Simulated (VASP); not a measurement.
# ScAlH6 (R-3) in VASP: further runs, part 2 of 2

VASP 6.6.1. Earlier steps stand in the parts before.

## 3. Single point, r2SCAN+rVV10

This run uses another cell than the first one, of 9.35 Å³/atom.

Input file POSCAR:

```
ScAlH6
1.0
    2.2395326804      1.2929947942      4.3046637295
   -2.2395326804      1.2929947942      4.3046637295
    0.0000000000     -2.5859895936      4.3046637279
Sc Al H
1 1 6
Direct
    0.5000000000      0.5000000000      0.5000000000
    0.0000000000      0.0000000000      0.0000000000
    0.6077567551      0.9319512005      0.2276121787
    0.9319512005      0.2276121787      0.6077567551
    0.7723878213      0.3922432449      0.0680487995
    0.0680487995      0.7723878213      0.3922432449
    0.3922432449      0.0680487995      0.7723878213
    0.2276121787      0.6077567551      0.9319512005
```

Input file INCAR.step1:

```
PREC = Accurate
ENCUT = 520
ISMEAR = -1
SIGMA = 0.03
LREAL = False
LASPH = True
NELM = 60
NBANDS = 20
GGA = PE
ALGO = Normal
EDIFF = 1E-4
LWAVE = True
LCHARG = False
```

Input file INCAR.step2:

```
PREC = Accurate
ENCUT = 520
EDIFF = 1E-7
ISMEAR = -1
SIGMA = 0.03
LREAL = False
LASPH = True
NELM = 60
ALGO = Normal
ISIF = 2
LWAVE = False
LCHARG = False
METAGGA = R2SCAN
LMIXTAU = True
LUSE_VDW = True
IVDW_NL = 2
BPARAM = 11.95
CPARAM = 0.0093
NBANDS = 20
ISTART = 1
```

Input file KPOINTS:

```
regular mesh
0
Gamma
  6 6 6
```

Potentials or basis: VASP PAW PBE potentials, release 64 (Sc_sv, Al, H).

Run with:

```
cat potpaw_PBE.64/Sc_sv/POTCAR potpaw_PBE.64/Al/POTCAR potpaw_PBE.64/H/POTCAR > POTCAR
cp INCAR.step1 INCAR
mpirun -np 1 vasp_std > vasp.out
cp INCAR.step2 INCAR
mpirun -np 1 vasp_std > vasp.out
```

OUTCAR:

```text
PREC = Accurate
   ENCUT = 520
   EDIFF = 1E-7
   ISMEAR = -1
   LREAL = False
   LASPH = True
   NELM = 60
   ISIF = 2
   METAGGA = R2SCAN
   IVDW_NL = 2
   BPARAM = 11.95
   ISTART = 1

 ion  position               nearest neighbor table
   1  0.500  0.500  0.500-   4 1.95   6 1.95   5 1.95   8 1.95   7 1.95   3 1.95   2 3.36   2 3.36
                             2 3.36   2 3.36   2 3.36   2 3.36
   2  0.000  0.000  0.000-   5 1.71   8 1.71   6 1.71   4 1.71   7 1.71   3 1.71   1 3.36   1 3.36
                             1 3.36   1 3.36   1 3.36   1 3.36
   3  0.608  0.932  0.228-   2 1.71   1 1.95
   4  0.932  0.228  0.608-   2 1.71   1 1.95
   5  0.772  0.392  0.068-   2 1.71   1 1.95
   6  0.068  0.772  0.392-   2 1.71   1 1.95
   7  0.392  0.068  0.772-   2 1.71   1 1.95
   8  0.228  0.608  0.932-   2 1.71   1 1.95

  LATTYP: Found a trigonal (rhomboedric) cell.
 ALAT       =     5.0217001094
 COS(alpha) =     0.6022197127

  Lattice vectors:

 A1 = (   2.2395326804,   1.2929947942,   4.3046637295)
 A2 = (  -2.2395326804,   1.2929947942,   4.3046637295)
 A3 = (   0.0000000000,  -2.5859895936,   4.3046637279)

Analysis of symmetry for initial positions (statically):
=====================================================================
 Subroutine PRICEL returns:
 Original cell was already a primitive cell.

 Routine SETGRP: Setting up the symmetry group for a
 trigonal (rhombohedral) supercell.

 Subroutine GETGRP returns: Found  6 space group operations
 (whereof  6 operations were pure point group operations)
 out of a pool of 12 trial point group operations.

The static configuration has the point symmetry S_6 .

Analysis of symmetry for dynamics (positions and initial velocities):
=====================================================================
 Subroutine PRICEL returns:
 Original cell was already a primitive cell.

 Routine SETGRP: Setting up the symmetry group for a
 trigonal (rhombohedral) supercell.

 Subroutine GETGRP returns: Found  6 space group operations
 (whereof  6 operations were pure point group operations)
 out of a pool of 12 trial point group operations.

The dynamic configuration has the point symmetry S_6 .

 Subroutine INISYM returns: Found  6 space group operations
 (whereof  6 operations are pure point group operations),
 and found     1 'primitive' translations

----------------------------------------------------------------------------------------

                                     Primitive cell

  volume of cell :      74.7902

  direct lattice vectors                    reciprocal lattice vectors
     2.239532680  1.292994794  4.304663729     0.223260863  0.128899720  0.077435394
    -2.239532680  1.292994794  4.304663729    -0.223260863  0.128899720  0.077435394
     0.000000000 -2.585989594  4.304663728     0.000000000 -0.257799439  0.077435394

  length of vectors
     5.021700109  5.021700109  5.021700109     0.269177992  0.269177992  0.269177992

  position of ions in fractional coordinates (direct lattice)
     0.500000000  0.500000000  0.500000000
     0.000000000  0.000000000  0.000000000
     0.607756755  0.931951201  0.227612179
     0.931951201  0.227612179  0.607756755
     0.772387821  0.392243245  0.068048799
[... 48 lines left out ...]
  0.333333  0.166667 -0.000000      6.000000
[... 16 lines left out ...]
  0.333333  0.333333  0.166667      6.000000
  0.500000  0.333333  0.166667      6.000000
 [... further k-points ...]
   k-points           NKPTS =     40   k-points in BZ     NKDIM =     40   number of bands    NBANDS=     20
   number of dos      NEDOS =    301   number of ions     NIONS =      8
   total plane-waves  NPLWV =  64000
   dimension x,y,z NGX =    40 NGY =   40 NGZ =   40
   dimension x,y,z NGXF=    80 NGYF=   80 NGZF=   80
   ions per type =               1   1   6
   NGX,Y,Z   is equivalent  to a cutoff of  13.24, 13.24, 13.24 a.u.
   NGXF,Y,Z  is equivalent  to a cutoff of  26.48, 26.48, 26.48 a.u.
 SYSTEM =  unknown system
   PREC   = accura    normal or accurate (medium, high low for compatibility)
   ISTART =      1    job   : 0-new  1-cont  2-samecut
   ICHARG =      0    charge: 1-file 2-atom 10-const
   ISPIN  =      1    spin polarized calculation?
   LNONCOLLINEAR =      F non collinear calculations
   LSORBIT =      F    spin-orbit coupling
   LASPH  =      T    aspherical Exc in radial PAW
   ENCUT  =  520.0 eV  38.22 Ry    6.18 a.u.   9.34  9.34  9.34*2*pi/ulx,y,z
   NELM   =     60;   NELMIN=  2; NELMDL=  0     # of ELM steps
   EDIFF  = 0.1E-06   stopping-criterion for ELM
   LREAL  =      F    real-space projection
   EDIFFG = 0.1E-05   stopping-criterion for IOM
   NSW    =      0    number of steps for IOM
   IBRION =     -1    ionic relax: 0-MD 1-quasi-New 2-CG
   NFREE  =      0    steps in history (QN), initial steepest desc. (CG)
   ISIF   =      2    stress and relaxation
   ISYM   =      2    0-nonsym 1-usesym 2-fastsym
   POTIM  = 0.5000    time-step for ionic-motion
   TEBEG  =    0.0;   TEEND  =   0.0 temperature during run
   PSTRESS=    0.0 pullay stress
   NELECT =      20.0000    total number of electrons
   NUPDOWN=      -1.0000    fix difference up-down
   EMIN   =  10.00;   EMAX   =-10.00  energy-range for DOS
   EFERMI =   0.00;   METHOD = LEGACY
   ISMEAR =    -1;   SIGMA  =   0.03  broadening in eV -4-tet -1-fermi 0-gaus
   EFERMI_NEDOS =   21; number of points for ismear=-14 and -15
   IALGO  =     38    algorithm
   IMIX   =      4    mixing-type and parameters
     AMIX     =   0.40;   BMIX     =  1.00
     AMIX_MAG =   1.60;   BMIX_MAG =  1.00
  volume/ion in A,a.u.               =       9.35        63.09
  Fermi-wavevector in a.u.,A,eV,Ry     =   1.054719  1.993129 15.135547  1.112431
  Thomas-Fermi vector in A             =   2.189889
   LORBIT       =      0    0 simple, 1 ext, 2 COOP (PROOUT), +10 PAW based schemes
   METAGGA = R2SCAN    functional components
   LHFCALC =     F    Hartree Fock is set to
   AEXX    =    0.0000 exact exchange contribution
   IVDW_NL    =     2    kernel type
   BPARAM     =11.9500
   IVDW    =     0    specifies the selected vdW correction
   LEPSILON=     F    determine dielectric tensor
   LRPA    =     F    only Hartree local field effects (RPA)
 non-spin polarized calculation
  energy-cutoff  :      520.00
  volume of cell :       74.79
 maximum number of plane-waves:      2039
 NGX is ok and might be reduce to    40
   NGX = 19   NGY = 19   NGZ = 19

 number of electron      20.0000002 magnetization

 Free energy of the ion-electron system (eV)
  ---------------------------------------------------
  ext. energy  EPLUGINS =         0.00000000
  ---------------------------------------------------
  free energy    TOTEN  =       -39.68385700 eV

  energy without entropy =      -39.68385700  energy(sigma->0) =      -39.68385700

 E-fermi :   1.3483     XC(G=0):  -9.2981

 val. band max:        0.5912976045   @ k =   0.5000   0.5000   0.5000
 cond. band min:       2.5728739314   @ k =   0.0000   0.0000   0.0000
 fundamental gap:      1.9815763268
 Fermi energy:         1.3482779359

 k-point     1 :       0.0000    0.0000    0.0000
  band No.  band energies     occupation
      1     -50.5810      2.00000
      2     -28.1988      2.00000
      3     -28.1988      2.00000
      4     -28.1849      2.00000
      5      -7.4674      2.00000
      6      -1.9614      2.00000
[... 541 lines left out ...]
     19       9.9532      0.00000
     20      10.7778      0.00000

 [... further k-points ...]

------------------------ aborting loop because EDIFF is reached ----------------------------------------

  FORCE on cell =-STRESS in cart. coord.  units (eV):
  Direction    XX          YY          ZZ          XY          YZ          ZX
  --------------------------------------------------------------------------------------
  -------------------------------------------------------------------------------------
  Total       -0.0424316     -0.0424316     -0.0652491      0.0000286      0.0000000     -0.0000000
  in kB       -0.9089815     -0.9089815     -1.3977853      0.0006129      0.0000000     -0.0000000
  external PRESSURE =      -1.0719161 kB  Pullay stress =       0.0000000 kB

 VOLUME and BASIS-vectors are now :
 -----------------------------------------------------------------------------
  energy-cutoff  :      520.00
  volume of cell :       74.79
      direct lattice vectors                 reciprocal lattice vectors
     2.239532680  1.292994794  4.304663729     0.223260863  0.128899720  0.077435394
    -2.239532680  1.292994794  4.304663729    -0.223260863  0.128899720  0.077435394
     0.000000000 -2.585989594  4.304663728     0.000000000 -0.257799439  0.077435394

 POSITION                                       TOTAL-FORCE (eV/Angst)
 -----------------------------------------------------------------------------------
      0.00000     -0.00000      6.45700        -0.000000      0.000000     -0.000000
      0.00000      0.00000      0.00000        -0.000000      0.000000     -0.000000
     -0.72604      1.40223      7.60772        -0.001012      0.015897      0.012639
      1.57739     -0.07234      7.60772         0.014274     -0.007072      0.012639
      0.85135      1.32989      5.30627         0.013261      0.008825     -0.012639
     -1.57739      0.07234      5.30627        -0.014274      0.007072     -0.012639
      0.72604     -1.40223      5.30627         0.001012     -0.015897     -0.012639
     -0.85135     -1.32989      7.60772        -0.013261     -0.008825      0.012639
 -----------------------------------------------------------------------------------
    total drift:                               -0.000000      0.000000      0.000000

  FREE ENERGIE OF THE ION-ELECTRON SYSTEM (eV)
  ---------------------------------------------------
  free  energy   TOTEN  =       -39.6838570013 eV

  energy  without entropy=      -39.6838570013  energy(sigma->0) =      -39.68385700
```

It took 8.1 min on 1 thread of AMD EPYC 9755, shared host; peak memory 0.49 GiB.

Results:

```
Free energy            : -39.6839 eV
Pressure               : -0.1 GPa
Largest force          : 0.020 eV/Å
Band gap on the k mesh : 1.98 eV (least direct gap 2.73 eV)
```

Forces on the atoms (eV/Å):
```
Sc   0.000  0.000  0.000
Al   0.000  0.000  0.000
H   -0.001  0.016  0.013
H    0.014 -0.007  0.013
H    0.013  0.009 -0.013
H   -0.014  0.007 -0.013
H    0.001 -0.016 -0.013
H   -0.013 -0.009  0.013
```

Levels at points of the mesh, in eV from the valence-band top:
```csv
k point,band 6,band 7,band 8,band 9,band 10,band 11,band 12,band 13,band 14,band 15
"(0.00, 0.00, 0.00)",-2.55,-1.88,-1.88,-1.12,-1.12,1.98,2.62,2.62,5.43,5.92
"(0.50, 0.00, 0.00)",-4.85,-3.21,-2.67,-0.83,-0.60,2.38,3.16,3.29,4.70,5.03
"(0.50, 0.50, 0.00)",-4.16,-2.77,-2.44,-2.39,-1.52,2.27,2.96,3.41,3.97,5.63
"(0.50, 0.50, 0.50)",-5.26,-2.56,-2.56,0.00,0.00,2.73,2.73,2.95,4.80,4.80
```

Caveat: the PAW data sets were made with another functional, which shifts forces and pressure a little.

## 4. Relaxation of cell and atoms, PBEsol

This run uses another cell than the first one, of 10.25 Å³/atom.

Input file INCAR:

```
PREC = Accurate ; ENCUT = 600
EDIFF = 1E-7 ; ISMEAR = -1
SIGMA = 0.03 ; LREAL = False
LASPH = True ; NELM = 60
ALGO = Normal ; ISIF = 3
LWAVE = False ; LCHARG = False
GGA = PS ; IBRION = 2
NSW = 100 ; EDIFFG = -0.01
```

KPOINTS is that of step 3.

Input file POSCAR:

```
ScAlH6
1.0
    2.4041873900      1.3880582300      4.0967337200
   -2.4041873900      1.3880582300      4.0967337200
    0.0000000000     -2.7761164700      4.0967337200
Sc Al H
1 1 6
Direct
    0.5000000000      0.5000000000      0.5000000000
    0.0000000000      0.0000000000      0.0000000000
    0.6716176500      0.8424555800      0.2422443300
    0.8424555800      0.2422443300      0.6716176500
    0.7577556700      0.3283823500      0.1575444200
    0.1575444200      0.7577556700      0.3283823500
    0.3283823500      0.1575444200      0.7577556700
    0.2422443300      0.6716176500      0.8424555800
```

Run with:

```
cat potpaw_PBE.64/Sc_sv/POTCAR potpaw_PBE.64/Al/POTCAR potpaw_PBE.64/H/POTCAR > POTCAR
mpirun -np 1 vasp_std > vasp.out
```

Wall time 32 min (1 thread of AMD EPYC 9755, shared host); peak memory 0.27 GiB.

It converged, with:

```yaml
Free_energy: -31.1582 eV
Relaxed_volume: 8.81 Å³/atom
Relaxed_cell: a = 4.991 Å, b = 4.991 Å, c = 4.991 Å, α = 51.58°, β = 51.58°, γ = 51.58°
Space_group_after_relaxing_to_0.1_Å: R-3 (No. 148)
Energy_gained_by_relaxing: 70.2 meV/atom
Ionic_steps: 36
Pressure_after_relaxing: 0.0 GPa
Largest_force_after_relaxing: 0.009 eV/Å
Band_gap_on_the_k_mesh: 0.84 eV (least direct gap 1.82 eV)
```

Forces on the atoms (eV/Å):
```
Sc   0.000  0.000  0.000
Al   0.000  0.000  0.000
H   -0.006  0.007 -0.001
H    0.009  0.002 -0.001
H    0.003  0.009  0.001
H   -0.009 -0.002  0.001
H    0.006 -0.007  0.001
H   -0.003 -0.009 -0.001
```

The path:
```csv
step,energy change (eV),largest force (eV/Å),pressure (GPa),volume (Å³)
1,0.0000,0.9829,5.39,82.03
2,-0.2590,0.2503,1.60,86.19
3,-0.2815,0.1238,0.38,87.94
4,-0.2815,0.1312,0.30,88.06
5,-0.2862,0.0975,-0.11,88.47
6,-0.2890,0.0801,-0.72,89.10
7,-0.2934,0.0842,-0.69,88.81
8,-0.3064,0.0978,-0.61,87.93
9,-0.3326,0.1283,-0.48,86.20
10,-0.3837,0.1964,-0.35,82.80
11,-0.4588,0.3509,-0.50,76.24
12,-0.1495,0.8318,-0.31,64.07
13,-0.4609,0.3589,0.36,75.38
14,-0.4372,0.5330,0.10,69.59
15,-0.4678,0.3970,0.42,73.83
16,-0.4735,0.3831,0.35,73.59
17,-0.4882,0.3443,0.13,72.87
18,-0.5059,0.2860,-0.30,71.43
19,-0.4864,0.2912,-1.09,68.59
20,-0.5089,0.2706,-0.43,70.80
21,-0.5179,0.2280,-0.26,70.78
22,-0.5370,0.1008,0.25,70.73
23,-0.5365,0.2080,1.37,70.61
24,-0.5434,0.0684,0.77,70.67
25,-0.5479,0.0571,0.46,70.98
26,-0.5549,0.0300,-0.46,71.88
27,-0.5551,0.0279,-0.64,72.07
28,-0.5572,0.0169,-0.38,71.78
29,-0.5582,0.0367,-0.03,71.42
30,-0.5588,0.0329,-0.03,71.34
31,-0.5601,0.0254,-0.02,71.09
32,-0.5606,0.0389,0.00,70.60
33,-0.5608,0.0307,0.00,70.77
34,-0.5611,0.0201,-0.12,70.64
35,-0.5612,0.0078,-0.08,70.68
36,-0.5613,0.0095,0.04,70.50
```

Final structure:
```yaml
crystal:
  lattice:
    - [2.17159, 1.25377, 4.31584]
    - [-2.17159, 1.25377, 4.31584]
    - [0.00000, -2.50753, 4.31584]
  atoms:
    - { symbol: Sc, position: [0.50000, 0.50000, 0.50000] }
    - { symbol: Al, position: [0.00000, 0.00000, 0.00000] }
    - { symbol: H, position: [0.58373, 0.95816, 0.22376] }
    - { symbol: H, position: [0.95816, 0.22376, 0.58373] }
    - { symbol: H, position: [0.77624, 0.41627, 0.04184] }
    - { symbol: H, position: [0.04184, 0.77624, 0.41627] }
    - { symbol: H, position: [0.41627, 0.04184, 0.77624] }
    - { symbol: H, position: [0.22376, 0.58373, 0.95816] }
```

Levels at points of the mesh, in eV from the valence-band top:
| k point | band 7 | band 8 | band 9 | band 10 | band 11 | band 12 | band 13 | band 14 |
| --- | --- | --- | --- | --- | --- | --- | --- | --- |
| (0.00, 0.00, 0.00) | -2.04 | -2.04 | -1.02 | -1.02 | 0.84 | 1.71 | 1.71 | 4.57 |
| (0.50, 0.00, 0.00) | -3.43 | -2.79 | -1.36 | -0.73 | 1.37 | 2.36 | 2.47 | 4.04 |
| (0.50, 0.50, 0.00) | -3.07 | -3.01 | -2.52 | -1.55 | 1.43 | 2.24 | 2.56 | 3.28 |
| (0.50, 0.50, 0.50) | -2.60 | -2.60 | 0.00 | 0.00 | 1.82 | 1.82 | 2.06 | 4.15 |

Caveat: the PAW data sets were made with another functional, which shifts forces and pressure a little. A k mesh can miss the band edges.

## 5. Single point, r2SCAN+rVV10

This run uses another cell than the first one, of 9.35 Å³/atom.

Input file POSCAR:

```
ScAlH6
1.0
    2.2395326804      1.2929947942      4.3046637295
   -2.2395326804      1.2929947942      4.3046637295
    0.0000000000     -2.5859895936      4.3046637279
Sc Al H
1 1 6
Direct
    0.5000000000      0.5000000000      0.5000000000
    0.0000000000      0.0000000000      0.0000000000
    0.6077567551      0.9319512005      0.2276121787
    0.9319512005      0.2276121787      0.6077567551
    0.7723878213      0.3922432449      0.0680487995
    0.0680487995      0.7723878213      0.3922432449
    0.3922432449      0.0680487995      0.7723878213
    0.2276121787      0.6077567551      0.9319512005
```

Input file INCAR.step1:

```
SYSTEM = ScAlH6
ALGO = Normal ; EDIFF = 1E-4
ENCUT = 520 ; GGA = PE
ISMEAR = -1 ; LASPH = .TRUE.
LCHARG = .FALSE. ; LREAL = .FALSE.
LWAVE = .TRUE. ; NBANDS = 20
NELM = 100 ; PREC = Accurate
SIGMA = 0.03
```

Input file INCAR.step2:

```
SYSTEM = ScAlH6
ALGO = Normal ; BPARAM = 11.95
CPARAM = 0.0093 ; EDIFF = 1E-6
ENCUT = 520 ; ISIF = 2
ISMEAR = -1 ; ISTART = 1
IVDW_NL = 2 ; LASPH = .TRUE.
LCHARG = .TRUE. ; LELF = .TRUE.
LMIXTAU = .TRUE. ; LREAL = .FALSE.
LUSE_VDW = .TRUE. ; LVHAR = .TRUE.
LWAVE = .FALSE. ; METAGGA = R2SCAN
NBANDS = 20 ; NELM = 100
PREC = Accurate ; SIGMA = 0.03
```

Input file KPOINTS:

```
k-points
0
G
  8 8 8
  0 0 0
```

Run with:

```
cat potpaw_PBE.64/Sc_sv/POTCAR potpaw_PBE.64/Al/POTCAR potpaw_PBE.64/H/POTCAR > POTCAR
cp INCAR.step1 INCAR
mpirun -np 1 vasp_std > vasp.out
cp INCAR.step2 INCAR
mpirun -np 1 vasp_std > vasp.out
```

It took 17 min on 1 thread of AMD EPYC 9755, shared host; peak memory 0.55 GiB.

Results (log left out):

```
Free energy            : -39.6839 eV
Pressure               : -0.1 GPa
Largest force          : 0.020 eV/Å
Band gap on the k mesh : 1.98 eV (least direct gap 2.73 eV)
```

Forces on the atoms (eV/Å):
```
Sc   0.000  0.000  0.000
Al   0.000  0.000  0.000
H   -0.001  0.016  0.012
H    0.014 -0.007  0.012
H    0.013  0.008 -0.012
H   -0.014  0.007 -0.012
H    0.001 -0.016 -0.012
H   -0.013 -0.008  0.012
```

Levels at points of the mesh, in eV from the valence-band top:
```csv
k point,band 7,band 8,band 9,band 10,band 11,band 12,band 13,band 14
"(0.00, 0.00, 0.00)",-1.88,-1.88,-1.12,-1.12,1.98,2.62,2.62,5.43
"(0.50, 0.00, 0.00)",-3.21,-2.67,-0.83,-0.60,2.38,3.16,3.29,4.70
"(0.50, 0.50, 0.00)",-2.77,-2.44,-2.39,-1.52,2.27,2.96,3.41,3.97
"(0.50, 0.50, 0.50)",-2.56,-2.56,0.00,0.00,2.73,2.73,2.95,4.80
```

Caveat: the PAW data sets were made with another functional, which shifts forces and pressure a little.

## 6. Summary

```tsv
task	level	cell	k mesh	cutoff (eV)	gap on the mesh (eV)	pressure (GPa)	largest force (eV/Å)
single point	PBEsol	a = 4.984 Å, angles 51.6°, 8 atoms, atomic positions A	6 × 6 × 6	520	0.82	-0.1	0.01
single point	r2SCAN+rVV10	a = 5.022 Å, angles 53.0°, 8 atoms, atomic positions B	6 × 6 × 6	520	1.98	-0.1	0.02
relaxation of cell and atoms	PBEsol	relaxed from a = 4.949 Å, angles 58.1°, 8 atoms, atomic positions C	6 × 6 × 6	600	0.84	0.0	0.01
single point	r2SCAN+rVV10	a = 5.022 Å, angles 53.0°, 8 atoms, atomic positions B	8 × 8 × 8	520	1.98	-0.1	0.02
```

Alike in all rows: potentials or basis VASP PAW PBE potentials, release 64 (Sc_sv, Al, H); no spin polarisation; smearing fermi-dirac 0.03 eV.

Caveats: the PAW data sets were made with another functional, which shifts forces and pressure a little.

Absolute energies hang on the potentials; compare differences alone.
